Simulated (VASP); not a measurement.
# Al16NO22 (a cell with a defect) in VASP: notebook

Runs on Al16NO22 (a cell with a defect). Level: PBE+D3(BJ). Tasks: single point.

Everything below comes from runs of VASP 6.6.1. Logs are shortened: lines on timing, memory, paths and dates and some standing lists are left out, and cuts for length are marked.

**1. The cell of the first run**

The cell holds a defect, 39 atoms: a = 7.064 Å, b = 7.064 Å, c = 7.064 Å, α = 85.72°, β = 85.72°, γ = 85.72°.

**2. Single point, PBE+D3(BJ)**

File INCAR:

```
SYSTEM = Al16NO22
  ALGO = Normal
  EDIFF = 1E-6
  ENCUT = 520
  GGA = PE
  ISIF = 2
  ISMEAR = 0
  IVDW = 12
  LASPH = .TRUE.
  LCHARG = .FALSE.
  LREAL = Auto
  LWAVE = .FALSE.
  NBANDS = 118
  NELECT = 184.0
  NELM = 80
  PREC = Accurate
  SIGMA = 0.05
```

File KPOINTS:

```
k-points
0
G
  2 2 2
  0 0 0
```

File POSCAR:

```
Al16NO22
1.0
   -4.8050270000     -2.7741840000      4.3720840000
    4.8050270000     -2.7741840000      4.3720840000
    0.0000000000      5.5483680000      4.3720840000
Al O N
16 22 1
Direct
    0.1456255372      0.1492163599      0.1504731974
    0.3479242021      0.3515697592      0.3547632305
    0.6296439258      0.6421730958      0.6519371881
    0.8419454550      0.8640839363      0.8671462385
    0.6408470611      0.6408682889      0.1443880825
    0.8378606024      0.8640800180      0.3244614341
    0.1495621552      0.1464928696      0.6470780440
    0.3542805187      0.3409149330      0.8578268599
    0.6501337763      0.1408369503      0.6446519651
    0.8552539381      0.3521096270      0.8508622147
    0.1457888392      0.6485960035      0.1430232675
    0.3507077574      0.8525051459      0.3512194910
    0.1783284336      0.6371002574      0.6614269687
    0.3710995858      0.8612462593      0.8518917862
    0.6422800164      0.1589668113      0.1472013265
    0.8544949011      0.3550642007      0.3529959634
    0.4031967041      0.5870516543      0.7635793357
    0.4040674485      0.2487432432      0.5974196333
    0.5989860846      0.7455278210      0.3988251977
    0.7565306133      0.4144255637      0.5955268091
    0.2477815821      0.5981619233      0.4091435423
    0.5938210949      0.4026504729      0.2513388585
    0.9092517404      0.0986556709      0.7486061872
    0.0971012586      0.2502059134      0.4040139370
    0.2441224409      0.8961612328      0.5968224752
    0.7535076913      0.1005712978      0.3995636674
    0.0900485675      0.9027255826      0.2503078676
    0.9030382403      0.6046305518      0.2573309197
    0.9031804168      0.2528823019      0.0974093098
    0.0856675032      0.7497751139      0.8933249455
    0.2484342346      0.4032841449      0.0987212278
    0.7563566809      0.5926731053      0.9051592916
    0.0989677103      0.4037085577      0.7490277249
    0.4006207981      0.0967022145      0.2509100954
    0.3972738769      0.7495220537      0.0973132860
    0.5996475686      0.2496337185      0.9011171498
    0.7373578083      0.9105358154      0.0980634530
    0.2521748801      0.0954610884      0.9048612388
    0.6200170333      0.8904881462      0.7333414620
```

Potentials or basis: VASP PAW PBE potentials, release 64 (Al, O, N).

Run with:

```bash
$ cat potpaw_PBE.64/Al/POTCAR potpaw_PBE.64/O/POTCAR potpaw_PBE.64/N/POTCAR > POTCAR
$ mpirun -np 1 vasp_std > vasp.out
```

OUTCAR:

```text
SYSTEM = Al16NO22
   EDIFF = 1E-6
   ENCUT = 520
   GGA = PE
   ISIF = 2
   ISMEAR = 0
   IVDW = 12
   LASPH = .TRUE.
   LREAL = Auto
   NELECT = 184.0
   NELM = 80
   PREC = Accurate
 IVDW          = 12

 ion  position               nearest neighbor table
   1  0.146  0.149  0.150-  29 1.86  27 1.89  38 1.89  24 1.97  34 1.98  31 1.98   2 2.66   8 2.78
                            16 2.80  12 2.81   6 3.19  10 3.24  14 3.28
   2  0.348  0.352  0.355-  18 1.87  22 1.88  21 1.89  24 1.96  31 1.99  34 1.99   1 2.66  15 2.78
                             7 2.78  11 2.84  13 3.18   5 3.22   9 3.27
   3  0.630  0.642  0.652-  17 1.79  20 1.84  39 1.88  19 1.90  32 2.05  14 2.69   4 2.84  10 2.85
                             6 3.04  13 3.19   8 3.19  12 3.21  16 3.28
   4  0.842  0.864  0.867-  37 1.78  30 1.86  23 1.88  39 1.88  32 2.05   9 2.76   5 2.79   3 2.84
                            13 3.10  15 3.16  11 3.23   6 3.23   7 3.29  14 3.34
   5  0.641  0.641  0.144-  22 1.84  32 1.86  35 1.87  19 1.99  28 2.06  37 2.07   6 2.63   4 2.79
                            16 2.82  12 2.83  14 3.16   2 3.22  10 3.23
   6  0.838  0.864  0.324-  37 1.80  26 1.83  27 1.85  28 1.94  19 1.96   5 2.63  15 2.69  11 2.84
                             3 3.04   1 3.19   4 3.23   9 3.24
   7  0.150  0.146  0.647-  23 1.84  24 1.87  25 1.89  18 1.98  33 2.00  38 2.01   8 2.67   2 2.78
                            10 2.81  14 2.83  12 3.23  16 3.25   4 3.29
   8  0.354  0.341  0.858-  36 1.84  17 1.86  31 1.88  38 1.92  18 1.99  33 2.02   7 2.67  13 2.70
                             1 2.78   9 2.84  15 3.13   3 3.19  11 3.27
   9  0.650  0.141  0.645-  39 1.85  26 1.86  18 1.89  23 2.02  36 2.02  20 2.12  10 2.72   4 2.76
                            16 2.83   8 2.84  14 3.11   6 3.24   2 3.27
  10  0.855  0.352  0.851-  32 1.84  33 1.87  29 1.87  23 1.98  20 1.99  36 1.99   9 2.72  15 2.81
                             7 2.81   3 2.85   5 3.23   1 3.24  13 3.30
  11  0.146  0.649  0.143-  31 1.87  28 1.88  30 1.92  35 1.96  27 2.00  21 2.06  12 2.70   6 2.84
                             2 2.84  14 2.90   4 3.23  16 3.23   8 3.27
  12  0.351  0.853  0.351-  34 1.86  25 1.88  19 1.90  35 1.98  21 1.99  27 2.02  11 2.70   1 2.81
                            13 2.82   5 2.83   3 3.21   7 3.23  15 3.28
  13  0.178  0.637  0.661-  17 1.79  33 1.83  21 1.85  30 1.92  25 1.93  14 2.66   8 2.70  12 2.82
                             4 3.10   2 3.18   3 3.19  10 3.30
  14  0.371  0.861  0.852-  38 1.85  35 1.87  39 1.91  25 2.06  17 2.07  30 2.21  13 2.66   3 2.69
                             7 2.83  11 2.90   9 3.11   5 3.16   1 3.28   4 3.34
  15  0.642  0.159  0.147-  36 1.85  34 1.88  37 1.88  22 1.92  29 2.00  26 2.00  16 2.69   6 2.69
                             2 2.78  10 2.81   8 3.13   4 3.16  12 3.28
  16  0.854  0.355  0.353-  20 1.86  24 1.87  28 1.89  26 1.98  29 1.99  22 2.02  15 2.69   1 2.80
                             5 2.82   9 2.83  11 3.23   7 3.25   3 3.28
  17  0.403  0.587  0.764-   3 1.79  13 1.79   8 1.86  14 2.07
  18  0.404  0.249  0.597-   2 1.87   9 1.89   7 1.98   8 1.99
  19  0.599  0.746  0.399-  12 1.90   3 1.90   6 1.96   5 1.99
  20  0.757  0.414  0.596-   3 1.84  16 1.86  10 1.99   9 2.12
  21  0.248  0.598  0.409-  13 1.85   2 1.89  12 1.99  11 2.06
  22  0.594  0.403  0.251-   5 1.84   2 1.88  15 1.92  16 2.02
[... 15 lines left out ...]
  38  0.252  0.095  0.905-  14 1.85   1 1.89   8 1.92   7 2.01
  39  0.620  0.890  0.733-   9 1.85   4 1.88   3 1.88  14 1.91

  LATTYP: Found a trigonal (rhomboedric) cell.
 ALAT       =     7.0639582365
 COS(alpha) =     0.0746084541

  Lattice vectors:

 A1 = (  -4.8050270000,  -2.7741840000,   4.3720840000)
 A2 = (   4.8050270000,  -2.7741840000,   4.3720840000)
 A3 = (   0.0000000000,   5.5483680000,   4.3720840000)

Analysis of symmetry for initial positions (statically):
=====================================================================
 Subroutine PRICEL returns:
 Original cell was already a primitive cell.

 Routine SETGRP: Setting up the symmetry group for a
 trigonal (rhombohedral) supercell.

 Subroutine GETGRP returns: Found  1 space group operations
 (whereof  1 operations were pure point group operations)
 out of a pool of 12 trial point group operations.

The static configuration has the point symmetry C_1 .

Analysis of symmetry for dynamics (positions and initial velocities):
=====================================================================
 Subroutine PRICEL returns:
 Original cell was already a primitive cell.

 Routine SETGRP: Setting up the symmetry group for a
 trigonal (rhombohedral) supercell.

 Subroutine GETGRP returns: Found  1 space group operations
 (whereof  1 operations were pure point group operations)
 out of a pool of 12 trial point group operations.

The dynamic configuration has the point symmetry C_1 .

 Subroutine INISYM returns: Found  1 space group operations
 (whereof  1 operations are pure point group operations),
 and found     1 'primitive' translations

[... 110 lines left out ...]
     0.000000000  0.060077726  0.038120646    -0.000000000 -0.000000000  0.500000000

  Length of vectors
     0.071151371  0.071151371  0.071151366

  Shift w.r.t. Gamma in fractional coordinates (k-lattice)
     0.000000000  0.000000000  0.000000000

 Subroutine IBZKPT returns following result:
 ===========================================

 Found      8 irreducible k-points:

 Following reciprocal coordinates:
            Coordinates               Weight
  0.000000  0.000000  0.000000      1.000000
  0.500000  0.000000 -0.000000      1.000000
  0.000000  0.500000 -0.000000      1.000000
 -0.000000 -0.000000  0.500000      1.000000
  0.500000  0.500000 -0.000000      1.000000
  0.500000  0.000000  0.500000      1.000000
  0.000000  0.500000  0.500000      1.000000
  0.500000  0.500000  0.500000      1.000000
   k-points           NKPTS =      8   k-points in BZ     NKDIM =      8   number of bands    NBANDS=    118
   number of dos      NEDOS =    301   number of ions     NIONS =     39
   total plane-waves  NPLWV = 157464
   dimension x,y,z NGX =    54 NGY =   54 NGZ =   54
   dimension x,y,z NGXF=   108 NGYF=  108 NGZF=  108
   ions per type =              16  22   1
   NGX,Y,Z   is equivalent  to a cutoff of  12.71, 12.71, 12.71 a.u.
   NGXF,Y,Z  is equivalent  to a cutoff of  25.42, 25.42, 25.42 a.u.
 SYSTEM =  Al16NO22
   PREC   = accura    normal or accurate (medium, high low for compatibility)
   ISTART =      0    job   : 0-new  1-cont  2-samecut
   ICHARG =      2    charge: 1-file 2-atom 10-const
   ISPIN  =      1    spin polarized calculation?
   LNONCOLLINEAR =      F non collinear calculations
   LSORBIT =      F    spin-orbit coupling
   LASPH  =      T    aspherical Exc in radial PAW
   ENCUT  =  520.0 eV  38.22 Ry    6.18 a.u.  13.13 13.13 13.13*2*pi/ulx,y,z
   NELM   =     80;   NELMIN=  2; NELMDL= -5     # of ELM steps
   EDIFF  = 0.1E-05   stopping-criterion for ELM
   LREAL  =      T    real-space projection
   EDIFFG = 0.1E-04   stopping-criterion for IOM
   NSW    =      0    number of steps for IOM
   IBRION =     -1    ionic relax: 0-MD 1-quasi-New 2-CG
   NFREE  =      0    steps in history (QN), initial steepest desc. (CG)
   ISIF   =      2    stress and relaxation
   ISYM   =      2    0-nonsym 1-usesym 2-fastsym
   POTIM  = 0.5000    time-step for ionic-motion
   TEBEG  =    0.0;   TEEND  =   0.0 temperature during run
   PSTRESS=    0.0 pullay stress
   NELECT =     184.0000    total number of electrons
   NUPDOWN=      -1.0000    fix difference up-down
   EMIN   =  10.00;   EMAX   =-10.00  energy-range for DOS
   EFERMI =   0.00;   METHOD = LEGACY
   ISMEAR =     0;   SIGMA  =   0.05  broadening in eV -4-tet -1-fermi 0-gaus
   EFERMI_NEDOS =   21; number of points for ismear=-14 and -15
   IALGO  =     38    algorithm
   IMIX   =      4    mixing-type and parameters
     AMIX     =   0.40;   BMIX     =  1.00
     AMIX_MAG =   1.60;   BMIX_MAG =  1.00
  volume/ion in A,a.u.               =       8.97        60.51
  Fermi-wavevector in a.u.,A,eV,Ry     =   1.321672  2.497599 23.766901  1.746818
  Thomas-Fermi vector in A             =   2.451409
   LORBIT       =      0    0 simple, 1 ext, 2 COOP (PROOUT), +10 PAW based schemes
   GGA     = PE    functional components
   LHFCALC =     F    Hartree Fock is set to
   AEXX    =    0.0000 exact exchange contribution
   IVDW    =    12    specifies the selected vdW correction
   LEPSILON=     F    determine dielectric tensor
   LRPA    =     F    only Hartree local field effects (RPA)
 non-spin polarized calculation
 Gauss-broadening in eV      SIGMA  =   0.05
  energy-cutoff  :      520.00
  volume of cell :      349.68
 maximum number of plane-waves:      9428
 NGX is ok and might be reduce to    54
   NGX = 27   NGY = 27   NGZ = 27

 number of electron     183.9999978 magnetization

 Free energy of the ion-electron system (eV)
  ---------------------------------------------------
  ext. energy  EPLUGINS =         0.00000000
  ---------------------------------------------------
  free energy    TOTEN  =      -296.01725738 eV

  energy without entropy =     -296.01725738  energy(sigma->0) =     -296.01725738

 E-fermi :   7.0831     XC(G=0): -11.3745

 val. band max:        6.7677128618   @ k =   0.5000   0.5000   0.5000
 cond. band min:       9.0795199150   @ k =   0.0000   0.0000   0.0000
 fundamental gap:      2.3118070532
 Fermi energy:         7.0830776126

 k-point     1 :       0.0000    0.0000    0.0000
  band No.  band energies     occupation
      1     -13.2823      2.00000
      2     -12.4555      2.00000
      3     -12.1922      2.00000
      4     -12.0447      2.00000
      5     -11.7755      2.00000
      6     -11.5720      2.00000
[... 845 lines left out ...]
    103      14.9918      0.00000
    104      15.0983      0.00000
 [bands above 104 left out]

------------------------ aborting loop because EDIFF is reached ----------------------------------------

 Edisp (eV)   -9.00423

 E8    (eV) :    -3.4157

  FORCE on cell =-STRESS in cart. coord.  units (eV):
  Direction    XX          YY          ZZ          XY          YZ          ZX
  --------------------------------------------------------------------------------------
  -------------------------------------------------------------------------------------
  Total     -15.32492   -11.90275   -14.16169    -2.55984     0.48011    -3.17820
  in kB     -70.21629   -54.53648   -64.88658   -11.72879     2.19980   -14.56199
  external pressure =      -63.21 kB  Pullay stress =        0.00 kB

 VOLUME and BASIS-vectors are now :
 -----------------------------------------------------------------------------
  energy-cutoff  :      520.00
  volume of cell :      349.68
      direct lattice vectors                 reciprocal lattice vectors
    -4.805027000 -2.774184000  4.372084000    -0.104057688 -0.060077726  0.076241292
     4.805027000 -2.774184000  4.372084000     0.104057688 -0.060077726  0.076241292
     0.000000000  5.548368000  4.372084000     0.000000000  0.120155452  0.076241292

 POSITION                                       TOTAL-FORCE (eV/Angst)
 -----------------------------------------------------------------------------------
      0.01725      0.01693      1.94695        -0.002426     -0.002682     -0.008629
      0.01752      0.02783      4.60930         0.000148     -0.003352      0.006394
      0.06020      0.08893      8.41082         0.014397      0.004235      0.004217
      0.10638      0.07841     11.25014         0.003920      0.005432      0.006706
      0.00010     -2.75460      6.23504         0.008035     -0.005079     -0.000805
      0.12598     -2.92126      8.85960         0.003816      0.004389      0.007777
[... 31 lines left out ...]
     -0.75301      4.05610      5.47602        -0.006379      0.004759      0.000267
      1.29962     -0.12157      9.81029        -0.004171      0.007198     -0.007390
 -----------------------------------------------------------------------------------
    total drift:                               -0.013573      0.005863     -0.003575

  FREE ENERGIE OF THE ION-ELECTRON SYSTEM (eV)
  ---------------------------------------------------
  free  energy   TOTEN  =      -305.0214880799 eV

  energy  without entropy=     -305.0214880799  energy(sigma->0) =     -305.02148808
```

Wall time 9.2 min (1 thread of Intel Xeon Platinum 8259CL at 2.50GHz (Skylake/Cascade Lake), shared host); peak memory 0.49 GiB.

Results:

```yaml
Free_energy: -305.0215 eV
Largest_force: 0.016 eV/Å
Dispersion_energy_per_atom: -0.231 eV
```

Forces in eV/Å, atoms in the order of the input:
```
Al  -0.002 -0.003 -0.009
Al   0.000 -0.003  0.006
Al   0.014  0.004  0.004
Al   0.004  0.005  0.007
Al   0.008 -0.005 -0.001
Al   0.004  0.004  0.008
Al   0.001  0.001 -0.012
Al   0.005 -0.005  0.013
Al   0.002 -0.001 -0.002
Al   0.000  0.001  0.007
Al  -0.006 -0.004 -0.005
Al   0.001 -0.005  0.002
Al  -0.001  0.006 -0.005
Al  -0.010  0.000  0.000
Al  -0.005  0.004 -0.011
Al   0.000  0.002  0.009
O   -0.007 -0.007  0.002
O   -0.006 -0.004  0.000
O    0.001  0.010  0.001
O   -0.010 -0.005 -0.006
O    0.000  0.000 -0.007
O    0.006  0.000  0.003
O   -0.005  0.000 -0.001
O    0.004  0.004 -0.001
O    0.006 -0.004  0.005
O    0.003  0.003  0.006
O    0.002  0.000  0.003
O   -0.003  0.004 -0.001
O    0.001 -0.006  0.000
O    0.002  0.003  0.004
O    0.000 -0.004 -0.002
O   -0.001 -0.004  0.004
O    0.006  0.009 -0.010
O    0.000 -0.003  0.003
O    0.002  0.003 -0.002
O    0.002 -0.004 -0.002
O   -0.007 -0.009 -0.005
O   -0.006  0.005  0.000
N   -0.004  0.007 -0.007
```

Caveat: the k points lie up to 0.45 Å⁻¹ apart; the cell carries a net charge on a neutralising background, which shifts energy and pressure; the cell is charged against a uniform background, so pressure and absolute levels hang on convention.

[end of part 1 of 2]
